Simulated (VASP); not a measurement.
# W (Im-3m) in VASP: notebook

W is run at these levels: PBE; tasks: single point.

Program: VASP 6.6.1. These are calculated values, not measurements. Logs are shortened: lines on timing, memory, paths and dates and some standing lists are left out, and cuts for length are marked.

**1. The cell of the first run**

The structure is cubic, space group Im-3m (No. 229). Conventional cell: a = 3.165 Å, b = 3.165 Å, c = 3.165 Å, α = 90.00°, β = 90.00°, γ = 90.00°. Within 3.6 Å of W (site symmetry m-3m) lie 14 W at 2.74 to 3.17 Å.

**2. Single point, PBE**

The input, INCAR:

```
ALGO     = Normal         # electronic algorithm
EDIFF    = 1E-6           # SCF threshold, eV
ENCUT    = 500            # plane-wave cutoff, eV
GGA      = PE             # functional
GGA_COMPAT= False        
ISIF     = 2              # what is computed and relaxed
ISMEAR   = -1             # smearing method
LASPH    = True           # aspherical terms in the spheres
LCHARG   = True           # write CHGCAR
LELF     = True           # ELF
LREAL    = False          # projectors in reciprocal space
LVHAR    = True         
LWAVE    = False          # write WAVECAR
NBANDS   = 13             # bands
NELM     = 120            # most SCF steps
PREC     = Accurate       # precision mode
SIGMA    = 0.1            # smearing width, eV
```

The input, KPOINTS:

```
k-points
0
Gamma
  4 4 4
```

The input, POSCAR:

```
W
1.0
   -1.5825000000      1.5825000000      1.5825000000
    1.5825000000     -1.5825000000      1.5825000000
    1.5825000000      1.5825000000     -1.5825000000
W
1
Direct
    0.0000000000      0.0000000000      0.0000000000
```

Potentials or basis: VASP PAW PBE potentials, release 64 (W_sv).

The run is started by

```bash
$ cat potpaw_PBE.64/W_sv/POTCAR > POTCAR
$ mpirun -np 1 vasp_std > vasp.out
```

OUTCAR:

```text
EDIFF = 1E-6
   ENCUT = 500
   GGA = PE
   ISIF = 2
   ISMEAR = -1
   LASPH = True
   LREAL = False
   NELM = 120
   PREC = Accurate

 ion  position               nearest neighbor table
   1  0.000  0.000  0.000-

  LATTYP: Found a body centered cubic cell.
 ALAT       =     3.1650000000

  Lattice vectors:

 A1 = (  -1.5825000000,   1.5825000000,   1.5825000000)
 A2 = (   1.5825000000,  -1.5825000000,   1.5825000000)
 A3 = (   1.5825000000,   1.5825000000,  -1.5825000000)

Analysis of symmetry for initial positions (statically):
=====================================================================
 Subroutine PRICEL returns:
 Original cell was already a primitive cell.

 Routine SETGRP: Setting up the symmetry group for a
 body centered cubic supercell.

 Subroutine GETGRP returns: Found 48 space group operations
[... 9 lines left out ...]

 Routine SETGRP: Setting up the symmetry group for a
 body centered cubic supercell.

 Subroutine GETGRP returns: Found 48 space group operations
[... 11 lines left out ...]
                                     Primitive cell

  volume of cell :      15.8523

  direct lattice vectors                    reciprocal lattice vectors
    -1.582500000  1.582500000  1.582500000     0.000000000  0.315955766  0.315955766
     1.582500000 -1.582500000  1.582500000     0.315955766  0.000000000  0.315955766
     1.582500000  1.582500000 -1.582500000     0.315955766  0.315955766  0.000000000

  length of vectors
     2.740970403  2.740970403  2.740970403     0.446828930  0.446828930  0.446828930

  position of ions in fractional coordinates (direct lattice)
     0.000000000  0.000000000  0.000000000

  ion indices of the primitive-cell ions
   primitive index   ion index
                 1           1

----------------------------------------------------------------------------------------

 KPOINTS: k-points

Automatic generation of k-mesh.
 Grid dimensions read from file:
 generate k-points for:    4    4    4

 Generating k-lattice:

  Cartesian coordinates                     Fractional coordinates (reciprocal lattice)
     0.000000000  0.078988942  0.078988942     0.250000000  0.000000000  0.000000000
     0.078988942  0.000000000  0.078988942     0.000000000  0.250000000  0.000000000
     0.078988942  0.078988942  0.000000000     0.000000000  0.000000000  0.250000000

  Length of vectors
     0.111707232  0.111707232  0.111707232

  Shift w.r.t. Gamma in fractional coordinates (k-lattice)
     0.000000000  0.000000000  0.000000000

 Subroutine IBZKPT returns following result:
 ===========================================

 Found      8 irreducible k-points:

 Following reciprocal coordinates:
            Coordinates               Weight
  0.000000  0.000000  0.000000      1.000000
  0.250000  0.000000  0.000000     12.000000
  0.500000  0.000000  0.000000      6.000000
  0.250000  0.250000  0.000000     24.000000
  0.250000  0.250000  0.250000      2.000000
 -0.250000  0.250000  0.250000      6.000000
  0.500000  0.500000  0.250000     12.000000
  0.500000  0.500000  0.500000      1.000000
   k-points           NKPTS =      8   k-points in BZ     NKDIM =      8   number of bands    NBANDS=     13
   number of dos      NEDOS =    301   number of ions     NIONS =      1
   total plane-waves  NPLWV =   8000
   dimension x,y,z NGX =    20 NGY =   20 NGZ =   20
   dimension x,y,z NGXF=    40 NGYF=   40 NGZF=   40
   ions per type =               1
   NGX,Y,Z   is equivalent  to a cutoff of  12.13, 12.13, 12.13 a.u.
   NGXF,Y,Z  is equivalent  to a cutoff of  24.26, 24.26, 24.26 a.u.
 SYSTEM =  unknown system
   PREC   = accura    normal or accurate (medium, high low for compatibility)
   ISTART =      0    job   : 0-new  1-cont  2-samecut
   ICHARG =      2    charge: 1-file 2-atom 10-const
   ISPIN  =      1    spin polarized calculation?
   LNONCOLLINEAR =      F non collinear calculations
   LSORBIT =      F    spin-orbit coupling
   LASPH  =      T    aspherical Exc in radial PAW
   ENCUT  =  500.0 eV  36.75 Ry    6.06 a.u.   5.00  5.00  5.00*2*pi/ulx,y,z
   NELM   =    120;   NELMIN=  2; NELMDL= -5     # of ELM steps
   EDIFF  = 0.1E-05   stopping-criterion for ELM
   LREAL  =      F    real-space projection
   EDIFFG = 0.1E-04   stopping-criterion for IOM
   NSW    =      0    number of steps for IOM
   IBRION =     -1    ionic relax: 0-MD 1-quasi-New 2-CG
   NFREE  =      0    steps in history (QN), initial steepest desc. (CG)
   ISIF   =      2    stress and relaxation
   ISYM   =      2    0-nonsym 1-usesym 2-fastsym
   POTIM  = 0.5000    time-step for ionic-motion
   TEBEG  =    0.0;   TEEND  =   0.0 temperature during run
   PSTRESS=    0.0 pullay stress
   NELECT =      14.0000    total number of electrons
   NUPDOWN=      -1.0000    fix difference up-down
   EMIN   =  10.00;   EMAX   =-10.00  energy-range for DOS
   EFERMI =   0.00;   METHOD = LEGACY
   ISMEAR =    -1;   SIGMA  =   0.10  broadening in eV -4-tet -1-fermi 0-gaus
   EFERMI_NEDOS =   21; number of points for ismear=-14 and -15
   IALGO  =     38    algorithm
   IMIX   =      4    mixing-type and parameters
     AMIX     =   0.40;   BMIX     =  1.00
     AMIX_MAG =   1.60;   BMIX_MAG =  1.00
  volume/ion in A,a.u.               =      15.85       106.98
  Fermi-wavevector in a.u.,A,eV,Ry     =   1.570678  2.968151 33.565967  2.467029
  Thomas-Fermi vector in A             =   2.672375
   LORBIT       =      0    0 simple, 1 ext, 2 COOP (PROOUT), +10 PAW based schemes
   GGA     = PE    functional components
   LHFCALC =     F    Hartree Fock is set to
   AEXX    =    0.0000 exact exchange contribution
   IVDW    =     0    specifies the selected vdW correction
   LEPSILON=     F    determine dielectric tensor
   LRPA    =     F    only Hartree local field effects (RPA)
 non-spin polarized calculation
  energy-cutoff  :      500.00
  volume of cell :       15.85
 maximum number of plane-waves:       420
   NGX =  9   NGY =  9   NGZ =  9

 number of electron      14.0000004 magnetization

 Free energy of the ion-electron system (eV)
  ---------------------------------------------------
  ext. energy  EPLUGINS =         0.00000000
  ---------------------------------------------------
  free energy    TOTEN  =       -12.79701924 eV

  energy without entropy =      -12.78284267  energy(sigma->0) =      -12.78993096

 E-fermi :  11.2983     XC(G=0): -13.6199

 val. band max:       10.9685326610   @ k =  -0.2500   0.2500   0.2500
 cond. band min:      11.6081527130   @ k =   0.5000   0.5000   0.2500
 fundamental gap:      0.6396200519
 Fermi energy:        11.2983085957

 k-point     1 :       0.0000    0.0000    0.0000
  band No.  band energies     occupation
      1     -62.5988      2.00000
      2     -26.1748      2.00000
      3     -26.1748      2.00000
      4     -26.1748      2.00000
      5       1.8019      2.00000
      6      10.2838      1.99992
      7      10.2838      1.99992
      8      10.2838      1.99992
      9      13.7626      0.00000
     10      13.7626      0.00000
     11      25.9441      0.00000
     12      25.9441      0.00000
     13      25.9441      0.00000

 k-point     2 :       0.2500    0.0000    0.0000
  band No.  band energies     occupation
      1     -62.5316      2.00000
      2     -26.8493      2.00000
      3     -26.3894      2.00000
      4     -26.1785      2.00000
      5       4.2252      2.00000
      6       8.9581      2.00000
      7       9.6291      2.00000
      8      13.0544      0.00000
      9      13.1411      0.00000
     10      13.9532      0.00000
     11      26.1973      0.00000
     12      28.0045      0.00000
     13      30.5170      0.00000

 k-point     3 :       0.5000    0.0000    0.0000
  band No.  band energies     occupation
      1     -62.4638      2.00000
      2     -27.4713      2.00000
      3     -26.5963      2.00000
      4     -26.1824      2.00000
      5       5.1879      2.00000
      6       7.9280      2.00000
      7      12.1179      0.00055
      8      13.6652      0.00000
      9      14.6492      0.00000
     10      17.6932      0.00000
     11      22.5940      0.00000
     12      22.9092      0.00000
     13      28.3043      0.00000

 k-point     4 :       0.2500    0.2500    0.0000
  band No.  band energies     occupation
      1     -62.4637      2.00000
      2     -27.2393      2.00000
      3     -26.7265      2.00000
      4     -26.3128      2.00000
      5       6.6200      2.00000
      6       8.2252      2.00000
      7       9.2607      2.00000
      8      13.3402      0.00000
      9      14.6223      0.00000
     10      18.5117      0.00000
     11      22.3968      0.00000
     12      26.1474      0.00000
     13      27.7138      0.00000

 k-point     5 :       0.2500    0.2500    0.2500
  band No.  band energies     occupation
      1     -62.4548      2.00000
      2     -26.8305      2.00000
      3     -26.8305      2.00000
      4     -26.8305      2.00000
      5       8.5146      2.00000
      6       8.5146      2.00000
      7       8.5146      2.00000
      8      14.8169      0.00000
      9      14.8169      0.00000
     10      18.0923      0.00000
     11      23.7379      0.00000
     12      23.7379      0.00000
     13      23.7379      0.00000

 k-point     6 :      -0.2500    0.2500    0.2500
  band No.  band energies     occupation
      1     -62.4729      2.00000
      2     -26.8733      2.00000
      3     -26.6213      2.00000
      4     -26.6213      2.00000
      5       6.2349      2.00000
      6       8.6549      2.00000
      7      10.9685      1.92871
      8      10.9685      1.92870
      9      12.8800      0.00000
     10      15.0016      0.00000
     11      25.9413      0.00000
     12      30.9768      0.00000
     13      30.9768      0.00000

 k-point     7 :       0.5000    0.5000    0.2500
  band No.  band energies     occupation
      1     -62.4138      2.00000
      2     -27.2797      2.00000
      3     -26.8442      2.00000
      4     -26.6463      2.00000
      5       6.6242      2.00000
      6       7.7811      2.00000
      7      10.8118      1.98470
      8      11.6082      0.08634
      9      17.1757      0.00000
     10      18.7369      0.00000
     11      21.6720      0.00000
     12      25.3013      0.00000
     13      29.4981      0.00000

 k-point     8 :       0.5000    0.5000    0.5000
  band No.  band energies     occupation
      1     -62.3635      2.00000
      2     -27.0817      2.00000
      3     -27.0817      2.00000
      4     -27.0817      2.00000
      5       5.6263      2.00000
      6       5.6263      2.00000
      7      16.7017      0.00000
      8      16.7017      0.00000
      9      16.7017      0.00000
     10      19.7013      0.00000
     11      19.7013      0.00000
     12      19.7013      0.00000
     13      27.6529      0.00000

------------------------ aborting loop because EDIFF is reached ----------------------------------------

  FORCE on cell =-STRESS in cart. coord.  units (eV):
  Direction    XX          YY          ZZ          XY          YZ          ZX
  --------------------------------------------------------------------------------------
  -------------------------------------------------------------------------------------
  Total        0.5169154      0.5169154      0.5169154      0.0000000     -0.0000000      0.0000000
  in kB       52.2442997     52.2442997     52.2442997      0.0000000     -0.0000000      0.0000000
  external PRESSURE =      52.2442997 kB  Pullay stress =       0.0000000 kB

 VOLUME and BASIS-vectors are now :
 -----------------------------------------------------------------------------
  energy-cutoff  :      500.00
  volume of cell :       15.85
      direct lattice vectors                 reciprocal lattice vectors
    -1.582500000  1.582500000  1.582500000     0.000000000  0.315955766  0.315955766
     1.582500000 -1.582500000  1.582500000     0.315955766  0.000000000  0.315955766
     1.582500000  1.582500000 -1.582500000     0.315955766  0.315955766  0.000000000

 POSITION                                       TOTAL-FORCE (eV/Angst)
 -----------------------------------------------------------------------------------
      0.00000      0.00000      0.00000        -0.000000     -0.000000     -0.000000
 -----------------------------------------------------------------------------------
    total drift:                                0.000000      0.000000      0.000000

  FREE ENERGIE OF THE ION-ELECTRON SYSTEM (eV)
  ---------------------------------------------------
  free  energy   TOTEN  =       -12.7970192412 eV

  energy  without entropy=      -12.7828426727  energy(sigma->0) =      -12.78993096
```

It took 4.8 s on 1 thread of Intel Xeon Platinum 8259CL at 2.50GHz (Skylake/Cascade Lake), shared host; peak memory 0.12 GiB.

Results:

```
Free energy            : -12.7970 eV
Pressure               : 5.2 GPa
Band gap on the k mesh : zero (band 7 reaches 16.70 eV, above the bottom of band 8 at 10.28 eV)
```

Caveat: the k points lie up to 0.70 Å⁻¹ apart; spin-orbit coupling is left out, which moves the levels of the heavy elements.

**3. Single point, PBE**

This run uses another cell than the first one, of 16.49 Å³/atom, 1.040 times its volume.

The input, INCAR:

```
ALGO = Normal
EDIFF = 1E-6
ENCUT = 500
GGA = PE
GGA_COMPAT = F
ISIF = 2
ISMEAR = -1
LASPH = T
LCHARG = F
LREAL = F
LWAVE = F
NBANDS = 13
NELM = 120
PREC = Accurate
SIGMA = 0.1
```

KPOINTS is that of step 2.

The input, POSCAR:

```
W
1.0
   -1.6033247565      1.6033247565      1.6033247565
    1.6033247565     -1.6033247565      1.6033247565
    1.6033247565      1.6033247565     -1.6033247565
W
1
Direct
    0.0000000000      0.0000000000      0.0000000000
```

Potentials or basis: VASP PAW PBE potentials, release 64 (W_sv).

The run is started by

```bash
$ cat potpaw_PBE.64/W_sv/POTCAR > POTCAR
$ mpirun -np 1 vasp_std > vasp.out
```

OUTCAR:

```text
EDIFF = 1E-6
   ENCUT = 500
   GGA = PE
   ISIF = 2
   ISMEAR = -1
   LASPH = T
   LREAL = F
   NELM = 120
   PREC = Accurate

 ion  position               nearest neighbor table
   1  0.000  0.000  0.000-

  LATTYP: Found a body centered cubic cell.
 ALAT       =     3.2066495130

  Lattice vectors:

 A1 = (  -1.6033247565,   1.6033247565,   1.6033247565)
 A2 = (   1.6033247565,  -1.6033247565,   1.6033247565)
 A3 = (   1.6033247565,   1.6033247565,  -1.6033247565)

Analysis of symmetry for initial positions (statically):
=====================================================================
 Subroutine PRICEL returns:
 Original cell was already a primitive cell.

 Routine SETGRP: Setting up the symmetry group for a
 body centered cubic supercell.

 Subroutine GETGRP returns: Found 48 space group operations
[... 9 lines left out ...]

 Routine SETGRP: Setting up the symmetry group for a
 body centered cubic supercell.

 Subroutine GETGRP returns: Found 48 space group operations
[... 11 lines left out ...]
                                     Primitive cell

[... 124 lines left out ...]

 k-point     1 :       0.0000    0.0000    0.0000
  band No.  band energies     occupation
      1     -63.2015      2.00000
      2     -26.8327      2.00000
      3     -26.8327      2.00000
      4     -26.8327      2.00000
      5       1.4621      2.00000
      6       9.7922      1.99986
      7       9.7922      1.99986
      8       9.7922      1.99986
      9      13.1161      0.00000
     10      13.1161      0.00000
     11      25.2936      0.00000
     12      25.2936      0.00000
     13      25.2936      0.00000
[... 98 lines left out ...]
  band No.  band energies     occupation
      1     -63.0033      2.00000
      2     -27.6339      2.00000
      3     -27.6339      2.00000
      4     -27.6339      2.00000
      5       5.3797      2.00000
      6       5.3797      2.00000
      7      15.8690      0.00000
      8      15.8690      0.00000
      9      15.8690      0.00000
     10      18.8341      0.00000
     11      18.8341      0.00000
     12      18.8341      0.00000
     13      26.3290      0.00000

------------------------ aborting loop because EDIFF is reached ----------------------------------------

  FORCE on cell =-STRESS in cart. coord.  units (eV):
  Direction    XX          YY          ZZ          XY          YZ          ZX
  --------------------------------------------------------------------------------------
  -------------------------------------------------------------------------------------
  Total       -0.6712246     -0.6712246     -0.6712246     -0.0000000      0.0000000     -0.0000000
  in kB      -65.2309860    -65.2309860    -65.2309860     -0.0000000      0.0000000     -0.0000000
  external PRESSURE =     -65.2309860 kB  Pullay stress =       0.0000000 kB

 VOLUME and BASIS-vectors are now :
 -----------------------------------------------------------------------------
  energy-cutoff  :      500.00
  volume of cell :       16.49
      direct lattice vectors                 reciprocal lattice vectors
    -1.603324756  1.603324756  1.603324756     0.000000000  0.311851980  0.311851980
     1.603324756 -1.603324756  1.603324756     0.311851980  0.000000000  0.311851980
     1.603324756  1.603324756 -1.603324756     0.311851980  0.311851980  0.000000000

 POSITION                                       TOTAL-FORCE (eV/Angst)
 -----------------------------------------------------------------------------------
      0.00000      0.00000      0.00000        -0.000000     -0.000000      0.000000
 -----------------------------------------------------------------------------------
    total drift:                                0.000000     -0.000000      0.000000

  FREE ENERGIE OF THE ION-ELECTRON SYSTEM (eV)
  ---------------------------------------------------
  free  energy   TOTEN  =       -12.7941329783 eV

  energy  without entropy=      -12.7777694886  energy(sigma->0) =      -12.78595123
```

stdout:

```text
POSCAR found type information on POSCAR W
 POSCAR found :  1 types and       1 ions
 scaLAPACK will be used
 LDA part: xc-table for (Slater+PW92), standard interpolation
 POSCAR, INCAR and KPOINTS ok, starting setup
 FFT: planning ... GRIDC
 FFT: planning ... GRID_SOFT
 FFT: planning ... GRID
 WAVECAR not read
 entering main loop
```

It took 4.9 s on 1 thread of Intel Xeon Platinum 8259CL at 2.50GHz (Skylake/Cascade Lake), shared host; peak memory 0.12 GiB.

What came out:

* Free energy: -12.7941 eV
* Pressure: -6.5 GPa
* Band gap on the k mesh: zero (band 7 reaches 15.87 eV, above the bottom of band 8 at 9.79 eV)

Caveat: the k points lie up to 0.69 Å⁻¹ apart; spin-orbit coupling is left out, which moves the levels of the heavy elements.
